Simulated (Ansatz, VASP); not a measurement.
# KLa: VASP beside Ansatz

Contents of INCAR:

```
PREC = Accurate
ENCUT = 520
EDIFF = 1E-7
ISMEAR = -1
SIGMA = 0.05
LREAL = False
LASPH = True
NELM = 100
ALGO = Normal
ISIF = 2
LWAVE = False
LCHARG = False
GGA = PE
NBANDS = 17
```

Contents of KPOINTS:

```
regular mesh
0
Gamma
  11 11 11
```

POSCAR

```
KLa
1.0
    1.8552411643     -1.0711239856      7.2787537683
    0.0000000000      2.1422479713      7.2787537683
   -1.8552411643     -1.0711239856      7.2787537683
K La
1 1
Direct
    0.0000000000      0.0000000000      0.0000000000
    0.5000000000      0.5000000000      0.5000000000
```

Input for Ansatz:

```yaml
crystal:
  lattice:
    - [1.8552411643, -1.0711239856, 7.2787537683]
    - [0.0, 2.1422479713, 7.2787537683]
    - [-1.8552411643, -1.0711239856, 7.2787537683]
  atoms:
    - { symbol: K, position: [0.0, 0.0, 0.0] }
    - { symbol: La, position: [0.5, 0.5, 0.5] }
kpoints:
  mp_grid: { grid: [11, 11, 11] }
scf:
  occupations: { method: fermi_dirac, width: 0.05 }
hamiltonian:
  xc: pbe
  pseudopotentials: { kind: all_electron, lapw: { basis_error: 0.00025 } }
output:
  forces: true
  stress: true
  eigenvalues: true
```

Change from the starting cell: volume scaled by 0.9405.

Alike in both runs: task single point; functional PBE; k mesh 11 × 11 × 11; occupations fermi-dirac, width 0.05 eV; no spin polarisation.

|  | VASP | Ansatz |
| --- | --- | --- |
| version | VASP 6.6.1 | Ansatz 0.2.0 |
| potentials or method | VASP PAW PBE potentials, release 64 (K_sv, La), cutoff 520 eV | all-electron LAPW, scalar-relativistic |

VASP gave:

```
pressure (GPa)                                                : 0.9
traceless stress, the component that is largest in VASP (GPa) : -0.10
```

Q: What did Ansatz give for the same quantities?

A: Pressure (GPa): 0.9; traceless stress, the component that is largest in VASP (GPa): -0.11.

Ansatz ran all-electron here, and VASP with PAW potentials.

Neither program's run includes spin-orbit coupling.
